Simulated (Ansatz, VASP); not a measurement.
# Two plane-wave programs on Rb

```xyz
1
Lattice="4.3745 0.0000 0.0000 0.0000 4.3745 0.0000 0.0000 0.0000 4.3745" Properties=species:S:1:pos:R:3 pbc="T T T"
Rb    0.0000    0.0000    0.0000
```

Change from the starting cell: volume scaled by 1, PAW files.

Alike in both runs: task single point; functional LDA; k mesh 10 × 10 × 10; occupations fermi-dirac, width 0.05 eV; no spin polarisation.

```csv
,VASP,Ansatz
version,VASP 6.6.1,Ansatz 0.2.0
potentials or method,"VASP PAW LDA potentials, release 64 (Rb_sv)","PAW with Ansatz's default frozen-core files, scalar-relativistic"
plane-wave cutoff (eV),520,420
valence electrons in the cell,9,9
```

|  | VASP | Ansatz | Ansatz less VASP |
| --- | --- | --- | --- |
| pressure (GPa) | 0.0 | 0.0 | 0.00 |

LDA's correlation is that of Perdew and Zunger in VASP and of Perdew and Wang (1992) in Ansatz.
